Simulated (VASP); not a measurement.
# HgTe (F-43m) in VASP: further runs

HgTe is run at these levels: PBE; tasks: single point, relaxation of cell and atoms.

Program: VASP 6.6.1. These are calculated values, not measurements. Logs are shortened: lines on timing, memory, paths and dates and some standing lists are left out, and cuts for length are marked.

## Step 1: The cell of the first run

It takes space group F-43m (No. 216, cubic). Conventional cell: a = 6.053 Å, b = 6.053 Å, c = 6.053 Å, α = 90.00°, β = 90.00°, γ = 90.00°. Within 3.5 Å of Hg (site symmetry -43m) lie 4 Te at 2.62 Å. Te (site symmetry -43m) has 4 Hg at 2.62 Å within 3.5 Å.

## Step 2: Single point, PBE

File INCAR:

```
PREC = Accurate
ENCUT = 520
EDIFF = 1E-7
ISMEAR = -1
SIGMA = 0.15
LREAL = False
LASPH = True
NELM = 80
ALGO = Normal
ISIF = 2
LWAVE = False
LCHARG = True
GGA = PE
LELF = True
LVHAR = True
NBANDS = 16
```

File KPOINTS:

```
Automatic mesh
0
Gamma
  12 12 12
```

File POSCAR:

```
HgTe
1.0
    0.0000000000      3.0266491897      3.0266491897
    3.0266491897      0.0000000000      3.0266491897
    3.0266491897      3.0266491897      0.0000000000
Hg Te
1 1
Direct
    0.0000000000      0.0000000000      0.0000000000
    0.7500000000      0.7500000000      0.7500000000
```

Potentials or basis: VASP PAW PBE potentials, release 64 (Hg, Te).

Command:

```sh
> cat potpaw_PBE.64/Hg/POTCAR potpaw_PBE.64/Te/POTCAR > POTCAR
> mpirun -np 1 vasp_std > vasp.out
```

OUTCAR:

```text
PREC = Accurate
   ENCUT = 520
   EDIFF = 1E-7
   ISMEAR = -1
   LREAL = False
   LASPH = True
   NELM = 80
   ISIF = 2
   GGA = PE

 ion  position               nearest neighbor table
   1  0.000  0.000  0.000-   2 2.62   2 2.62   2 2.62   2 2.62
   2  0.750  0.750  0.750-   1 2.62   1 2.62   1 2.62   1 2.62

  LATTYP: Found a face centered cubic cell.
 ALAT       =     6.0532983794

  Lattice vectors:

 A1 = (   0.0000000000,   3.0266491897,   3.0266491897)
 A2 = (   3.0266491897,   0.0000000000,   3.0266491897)
 A3 = (   3.0266491897,   3.0266491897,   0.0000000000)

Analysis of symmetry for initial positions (statically):
=====================================================================
 Subroutine PRICEL returns:
 Original cell was already a primitive cell.

 Routine SETGRP: Setting up the symmetry group for a
 face centered cubic supercell.

 Subroutine GETGRP returns: Found 24 space group operations
 (whereof 24 operations were pure point group operations)
 out of a pool of 48 trial point group operations.

The static configuration has the point symmetry T_d .

Analysis of symmetry for dynamics (positions and initial velocities):
=====================================================================
 Subroutine PRICEL returns:
 Original cell was already a primitive cell.

 Routine SETGRP: Setting up the symmetry group for a
 face centered cubic supercell.

 Subroutine GETGRP returns: Found 24 space group operations
 (whereof 24 operations were pure point group operations)
 out of a pool of 48 trial point group operations.

The dynamic configuration has the point symmetry T_d .

 Subroutine INISYM returns: Found 24 space group operations
 (whereof 24 operations are pure point group operations),
 and found     1 'primitive' translations

----------------------------------------------------------------------------------------

                                     Primitive cell

  volume of cell :      55.4519

  direct lattice vectors                    reciprocal lattice vectors
     0.000000000  3.026649190  3.026649190    -0.165199192  0.165199192  0.165199192
     3.026649190  0.000000000  3.026649190     0.165199192 -0.165199192  0.165199192
     3.026649190  3.026649190  0.000000000     0.165199192  0.165199192 -0.165199192

  length of vectors
     4.280328333  4.280328333  4.280328333     0.286133394  0.286133394  0.286133394

  position of ions in fractional coordinates (direct lattice)
     0.000000000  0.000000000  0.000000000
     0.750000000  0.750000000  0.750000000

  ion indices of the primitive-cell ions
   primitive index   ion index
                 1           1
                 2           2

----------------------------------------------------------------------------------------

 KPOINTS: Automatic mesh

Automatic generation of k-mesh.
 Grid dimensions read from file:
 generate k-points for:   12   12   12

 Generating k-lattice:

  Cartesian coordinates                     Fractional coordinates (reciprocal lattice)
    -0.013766599  0.013766599  0.013766599     0.083333333  0.000000000  0.000000000
     0.013766599 -0.013766599  0.013766599     0.000000000  0.083333333  0.000000000
     0.013766599  0.013766599 -0.013766599     0.000000000  0.000000000  0.083333333

  Length of vectors
     0.023844449  0.023844449  0.023844449

  Shift w.r.t. Gamma in fractional coordinates (k-lattice)
     0.000000000  0.000000000  0.000000000

 Subroutine IBZKPT returns following result:
 ===========================================

 Found     72 irreducible k-points:

 Following reciprocal coordinates:
            Coordinates               Weight
  0.000000  0.000000  0.000000      1.000000
  0.083333  0.000000  0.000000      8.000000
  0.166667  0.000000  0.000000      8.000000
  0.250000  0.000000  0.000000      8.000000
  0.333333  0.000000  0.000000      8.000000
  0.416667  0.000000  0.000000      8.000000
[... 16 lines left out ...]
  0.500000  0.166667  0.000000     24.000000
 -0.416667  0.166667  0.000000     24.000000
 [... further k-points ...]
   k-points           NKPTS =     72   k-points in BZ     NKDIM =     72   number of bands    NBANDS=     16
   number of dos      NEDOS =    301   number of ions     NIONS =      2
   total plane-waves  NPLWV =  32768
   dimension x,y,z NGX =    32 NGY =   32 NGZ =   32
   dimension x,y,z NGXF=    64 NGYF=   64 NGZF=   64
   ions per type =               1   1
   NGX,Y,Z   is equivalent  to a cutoff of  12.43, 12.43, 12.43 a.u.
   NGXF,Y,Z  is equivalent  to a cutoff of  24.86, 24.86, 24.86 a.u.
 SYSTEM =  unknown system
   PREC   = accura    normal or accurate (medium, high low for compatibility)
   ISTART =      0    job   : 0-new  1-cont  2-samecut
   ICHARG =      2    charge: 1-file 2-atom 10-const
   ISPIN  =      1    spin polarized calculation?
   LNONCOLLINEAR =      F non collinear calculations
   LSORBIT =      F    spin-orbit coupling
   LASPH  =      T    aspherical Exc in radial PAW
   ENCUT  =  520.0 eV  38.22 Ry    6.18 a.u.   7.96  7.96  7.96*2*pi/ulx,y,z
   NELM   =     80;   NELMIN=  2; NELMDL= -5     # of ELM steps
   EDIFF  = 0.1E-06   stopping-criterion for ELM
   LREAL  =      F    real-space projection
   EDIFFG = 0.1E-05   stopping-criterion for IOM
   NSW    =      0    number of steps for IOM
   IBRION =     -1    ionic relax: 0-MD 1-quasi-New 2-CG
   NFREE  =      0    steps in history (QN), initial steepest desc. (CG)
   ISIF   =      2    stress and relaxation
   ISYM   =      2    0-nonsym 1-usesym 2-fastsym
   POTIM  = 0.5000    time-step for ionic-motion
   TEBEG  =    0.0;   TEEND  =   0.0 temperature during run
   PSTRESS=    0.0 pullay stress
   NELECT =      18.0000    total number of electrons
   NUPDOWN=      -1.0000    fix difference up-down
   EMIN   =  10.00;   EMAX   =-10.00  energy-range for DOS
   EFERMI =   0.00;   METHOD = LEGACY
   ISMEAR =    -1;   SIGMA  =   0.15  broadening in eV -4-tet -1-fermi 0-gaus
   EFERMI_NEDOS =   21; number of points for ismear=-14 and -15
   IALGO  =     38    algorithm
   IMIX   =      4    mixing-type and parameters
     AMIX     =   0.40;   BMIX     =  1.00
     AMIX_MAG =   1.60;   BMIX_MAG =  1.00
  volume/ion in A,a.u.               =      27.73       187.10
  Fermi-wavevector in a.u.,A,eV,Ry     =   1.125106  2.126143 17.223130  1.265864
  Thomas-Fermi vector in A             =   2.261782
   LORBIT       =      0    0 simple, 1 ext, 2 COOP (PROOUT), +10 PAW based schemes
   GGA     = PE    functional components
   LHFCALC =     F    Hartree Fock is set to
   AEXX    =    0.0000 exact exchange contribution
   IVDW    =     0    specifies the selected vdW correction
   LEPSILON=     F    determine dielectric tensor
   LRPA    =     F    only Hartree local field effects (RPA)
 non-spin polarized calculation
  energy-cutoff  :      520.00
  volume of cell :       55.45
 maximum number of plane-waves:      1524
   NGX = 15   NGY = 15   NGZ = 15

 number of electron      18.0000002 magnetization

 Free energy of the ion-electron system (eV)
  ---------------------------------------------------
  ext. energy  EPLUGINS =         0.00000000
  ---------------------------------------------------
  free energy    TOTEN  =        -2.78868853 eV

  energy without entropy =       -2.78522075  energy(sigma->0) =       -2.78695464

 E-fermi :   5.7569     XC(G=0):  -9.6747

 val. band max:        5.4767066200   @ k =   0.0000   0.0000   0.0000
 cond. band min:       6.1712461202   @ k =   0.5000   0.0000   0.0000
 fundamental gap:      0.6945395002
 Fermi energy:         5.7568510345

 k-point     1 :       0.0000    0.0000    0.0000
  band No.  band energies     occupation
      1      -8.1981      2.00000
      2      -3.2793      2.00000
      3      -3.2793      2.00000
      4      -3.2793      2.00000
      5      -2.4783      2.00000
      6      -2.4783      2.00000
[... 8 lines left out ...]
     15      15.1128      0.00000
     16      15.1128      0.00000

 k-point     2 :       0.0833    0.0000    0.0000
  band No.  band energies     occupation
      1      -8.1475      2.00000
      2      -3.2714      2.00000
      3      -3.2644      2.00000
      4      -3.2644      2.00000
      5      -2.4807      2.00000
      6      -2.4807      2.00000
[... 8 lines left out ...]
     15      14.4051      0.00000
     16      14.4051      0.00000

 k-point     3 :       0.1667    0.0000    0.0000
  band No.  band energies     occupation
      1      -8.0053      2.00000
      2      -3.2338      2.00000
      3      -3.2251      2.00000
      4      -3.2251      2.00000
      5      -2.4849      2.00000
      6      -2.4849      2.00000
[... 8 lines left out ...]
     15      13.9334      0.00000
     16      13.9334      0.00000

 k-point     4 :       0.2500    0.0000    0.0000
  band No.  band energies     occupation
      1      -7.8008      2.00000
      2      -3.1754      2.00000
      3      -3.1754      2.00000
      4      -3.1269      2.00000
      5      -2.4832      2.00000
      6      -2.4832      2.00000
[... 8 lines left out ...]
     15      13.9040      0.00000
     16      13.9040      0.00000

 k-point     5 :       0.3333    0.0000    0.0000
  band No.  band energies     occupation
      1      -7.5839      2.00000
      2      -3.1325      2.00000
      3      -3.1325      2.00000
      4      -2.8944      2.00000
      5      -2.4709      2.00000
      6      -2.4709      2.00000
[... 8 lines left out ...]
     15      14.3669      0.00000
     16      14.3669      0.00000

 k-point     6 :       0.4167    0.0000    0.0000
  band No.  band energies     occupation
      1      -7.4172      2.00000
      2      -3.1064      2.00000
      3      -3.1064      2.00000
      4      -2.4846      2.00000
      5      -2.4536      2.00000
      6      -2.4536      2.00000
[... 8 lines left out ...]
     15      15.1491      0.00000
     16      15.1491      0.00000

 k-point     7 :       0.5000    0.0000    0.0000
  band No.  band energies     occupation
      1      -7.3546      2.00000
      2      -3.0982      2.00000
      3      -3.0982      2.00000
      4      -2.4453      2.00000
      5      -2.4453      2.00000
      6      -2.0435      2.00000
[... 8 lines left out ...]
     15      15.6820      0.00000
     16      15.6820      0.00000

 k-point     8 :       0.0833    0.0833    0.0000
  band No.  band energies     occupation
      1      -8.1306      2.00000
      2      -3.2851      2.00000
      3      -3.2513      2.00000
      4      -3.2513      2.00000
      5      -2.4913      2.00000
      6      -2.4720      2.00000
[... 8 lines left out ...]
     15      13.6603      0.00000
     16      15.3112      0.00000

 k-point     9 :       0.1667    0.0833    0.0000
  band No.  band energies     occupation
      1      -8.0186      2.00000
      2      -3.2739      2.00000
      3      -3.2120      2.00000
      4      -3.2116      2.00000
      5      -2.5033      2.00000
      6      -2.4675      2.00000
[... 8 lines left out ...]
     15      13.5288      0.00000
     16      14.7137      0.00000
[... 172 lines left out ...]
 k-point    19 :       0.1667    0.1667    0.0000
  band No.  band energies     occupation
      1      -7.9399      2.00000
      2      -3.2916      2.00000
      3      -3.1704      2.00000
      4      -3.1704      2.00000
      5      -2.5210      2.00000
      6      -2.4548      2.00000
[... 8 lines left out ...]
     15      14.1527      0.00000
     16      15.3746      0.00000

 k-point    20 :       0.2500    0.1667    0.0000
  band No.  band energies     occupation
      1      -7.7849      2.00000
      2      -3.2672      2.00000
      3      -3.1135      2.00000
      4      -3.1064      2.00000
      5      -2.5277      2.00000
      6      -2.4450      2.00000
[... 8 lines left out ...]
     15      14.8796      0.00000
     16      15.1767      0.00000

 k-point    21 :       0.3333    0.1667    0.0000
  band No.  band energies     occupation
      1      -7.5888      2.00000
      2      -3.1956      2.00000
      3      -3.0600      2.00000
      4      -3.0044      2.00000
      5      -2.5034      2.00000
      6      -2.4358      2.00000
[... 8 lines left out ...]
     15      14.8454      0.00000
     16      15.3138      0.00000

 k-point    22 :       0.4167    0.1667    0.0000
  band No.  band energies     occupation
      1      -7.4033      2.00000
      2      -3.1252      2.00000
      3      -3.0253      2.00000
      4      -2.8138      2.00000
      5      -2.4306      2.00000
      6      -2.4118      2.00000
[... 8 lines left out ...]
     15      15.0607      0.00000
     16      15.8234      0.00000

 k-point    23 :       0.5000    0.1667    0.0000
  band No.  band energies     occupation
      1      -7.2838      2.00000
      2      -3.0909      2.00000
      3      -3.0141      2.00000
      4      -2.6084      2.00000
      5      -2.4388      2.00000
      6      -2.1579      2.00000
[... 8 lines left out ...]
     15      15.4492      0.00000
     16      15.8549      0.00000

 k-point    24 :      -0.4167    0.1667    0.0000
  band No.  band energies     occupation
      1      -7.2683      2.00000
      2      -3.0784      2.00000
      3      -3.0246      2.00000
      4      -2.5288      2.00000
      5      -2.4643      2.00000
      6      -2.0864      2.00000
[... 8 lines left out ...]
     15      14.9373      0.00000
     16      15.1876      0.00000

 [... further k-points ...]
[... 5 lines left out ...]
  --------------------------------------------------------------------------------------
  -------------------------------------------------------------------------------------
  Total        7.0013579      7.0013579      7.0013579      0.0000000      0.0000000      0.0000000
  in kB      202.2910219    202.2910219    202.2910219      0.0000000      0.0000000      0.0000000
  external PRESSURE =     202.2910219 kB  Pullay stress =       0.0000000 kB

 VOLUME and BASIS-vectors are now :
 -----------------------------------------------------------------------------
  energy-cutoff  :      520.00
  volume of cell :       55.45
      direct lattice vectors                 reciprocal lattice vectors
     0.000000000  3.026649190  3.026649190    -0.165199192  0.165199192  0.165199192
     3.026649190  0.000000000  3.026649190     0.165199192 -0.165199192  0.165199192
     3.026649190  3.026649190  0.000000000     0.165199192  0.165199192 -0.165199192

 POSITION                                       TOTAL-FORCE (eV/Angst)
 -----------------------------------------------------------------------------------
      0.00000      0.00000      0.00000         0.000000      0.000000      0.000000
      4.53997      4.53997      4.53997        -0.000000     -0.000000     -0.000000
 -----------------------------------------------------------------------------------
    total drift:                                0.000000      0.000000      0.000000

  FREE ENERGIE OF THE ION-ELECTRON SYSTEM (eV)
  ---------------------------------------------------
  free  energy   TOTEN  =        -2.7886885297 eV

  energy  without entropy=       -2.7852207485  energy(sigma->0) =       -2.78695464
```

It took 98 s on 1 thread of AMD EPYC 7R13, shared host; peak memory 0.2 GiB.

What came out:

```yaml
Free_energy: -2.7887 eV
Pressure: 20.2 GPa
Band_gap_on_the_k_mesh: zero (filled and empty bands touch)
```

Caveat: the cell stands under pressure; semilocal functionals underestimate gaps, and a narrow one can read as zero; spin-orbit coupling is left out, which moves the levels of the heavy elements.

## Step 3: Relaxation of cell and atoms, PBE, target pressure 20 GPa, at which the enthalpy is minimised

This run uses another cell than the first one, of 36.81 Å³/atom.

File INCAR:

```
ALGO     = Normal         # electronic algorithm
EDIFF    = 1E-6           # SCF threshold, eV
EDIFFG   = -0.001         # ionic threshold
ENCUT    = 600            # plane-wave cutoff, eV
GGA      = PE             # functional
IBRION   = 2              # ionic algorithm
ISIF     = 3              # what is computed and relaxed
ISMEAR   = -1             # smearing method
LASPH    = True           # aspherical terms in the spheres
LCHARG   = False          # write CHGCAR
LREAL    = False          # projectors in reciprocal space
LWAVE    = False          # write WAVECAR
NELM     = 100            # most SCF steps
NSW      = 80             # ionic steps
PREC     = Accurate       # precision mode
PSTRESS  = 200.0        
SIGMA    = 0.15           # smearing width, eV
```

File KPOINTS:

```
k-points
0
Gamma
  12 12 12
```

File POSCAR:

```
HgTe
1.0
    0.0000000000      3.3264647587      3.3264647587
    3.3264647587      0.0000000000      3.3264647587
    3.3264647587      3.3264647587      0.0000000000
Hg Te
1 1
Direct
    0.0000000000      0.0000000000      0.0000000000
    0.7500000000      0.7500000000      0.7500000000
```

Potentials or basis: VASP PAW PBE potentials, release 64 (Hg, Te).

Command:

```sh
> cat potpaw_PBE.64/Hg/POTCAR potpaw_PBE.64/Te/POTCAR > POTCAR
> mpirun -np 1 vasp_std > vasp.out
```

Run time: 27 min. Hardware: 1 thread of AMD EPYC 7R13, shared host; peak memory 0.29 GiB.

The run converged. Its results:

| Item | Value |
| --- | --- |
| Free energy | -2.8047 eV |
| Relaxed volume | 27.79 Å³/atom |
| Relaxed cell | a = 4.283 Å, b = 4.283 Å, c = 4.283 Å, α = 60.00°, β = 60.00°, γ = 60.00° |
| Space group after relaxing (to 0.1 Å) | F-43m (No. 216) |
| Energy change on relaxing (the run minimises the enthalpy) | +425.0 meV/atom |
| Ionic steps | 53 |
| Pressure after relaxing | 20.0 GPa |
| Band gap on the k mesh | zero (filled and empty bands touch) |

Step by step:
| step | energy change (eV) | largest force (eV/Å) | pressure (GPa) | volume (Å³) |
| --- | --- | --- | --- | --- |
| 1 | 0.0000 | 0.0000 | 0.06 | 73.62 |
| 3 | 0.6182 | 0.0000 | 15.84 | 57.65 |
| 5 | 0.8537 | 0.0000 | 20.06 | 55.54 |
| 7 | 0.8153 | 0.0000 | 19.37 | 55.86 |
| 9 | 0.8214 | 0.0000 | 19.49 | 55.80 |
| 11 | 0.8222 | 0.0000 | 19.49 | 55.80 |
| 13 | 0.8251 | 0.0000 | 19.55 | 55.77 |
| 15 | 0.8368 | 0.0000 | 19.77 | 55.68 |
| 17 | 0.8502 | 0.0000 | 20.02 | 55.57 |
| 19 | 0.8492 | 0.0000 | 19.98 | 55.58 |
| 21 | 0.8492 | 0.0000 | 19.98 | 55.58 |
| 23 | 0.8492 | 0.0000 | 19.99 | 55.58 |
| 25 | 0.8492 | 0.0000 | 19.99 | 55.58 |
| 27 | 0.8492 | 0.0000 | 19.99 | 55.58 |
| 29 | 0.8493 | 0.0000 | 19.99 | 55.58 |
| 31 | 0.8497 | 0.0000 | 19.98 | 55.57 |
| 33 | 0.8514 | 0.0000 | 20.02 | 55.56 |
| 35 | 0.8504 | 0.0000 | 20.02 | 55.57 |
| 37 | 0.8503 | 0.0000 | 20.01 | 55.57 |
| 39 | 0.8502 | 0.0000 | 20.01 | 55.57 |
| 41 | 0.8494 | 0.0000 | 20.01 | 55.58 |
| 43 | 0.8491 | 0.0000 | 19.98 | 55.58 |
| 45 | 0.8494 | 0.0000 | 19.99 | 55.58 |
| 47 | 0.8495 | 0.0000 | 19.99 | 55.58 |
| 49 | 0.8507 | 0.0000 | 20.01 | 55.57 |
| 51 | 0.8502 | 0.0000 | 20.01 | 55.57 |
| 53 | 0.8500 | 0.0000 | 20.00 | 55.57 |

Final structure:
```
CELL_PARAMETERS angstrom
0.00000 3.02885 3.02885
3.02885 0.00000 3.02885
3.02885 3.02885 0.00000
ATOMIC_POSITIONS crystal
Hg 0.00000 0.00000 0.00000
Te 0.75000 0.75000 0.75000
```

Levels at points of the mesh, in eV from the Fermi level:
| k point | band 7 | band 8 | band 9 | band 10 | band 11 | band 12 |
| --- | --- | --- | --- | --- | --- | --- |
| (0.00, 0.00, 0.00) | -0.49 | -0.28 | -0.28 | -0.28 | 3.50 | 3.50 |
| (0.50, 0.00, 0.00) | -7.24 | -1.73 | -1.73 | 0.41 | 4.48 | 4.48 |
| (0.50, 0.50, 0.00) | -6.90 | -3.53 | -3.53 | 1.39 | 1.64 | 8.77 |

Caveat: the cell is relaxed towards a set pressure, so the run minimises the enthalpy, not the energy; the volume moved by over 15 % at a fixed basis, so the end points are rough; semilocal functionals underestimate gaps, and a narrow one can read as zero; spin-orbit coupling is left out, which moves the levels of the heavy elements.

[end of part 1 of 2]

The gap in the log of VASP goes by the Fermi energy; the results here count the filled bands.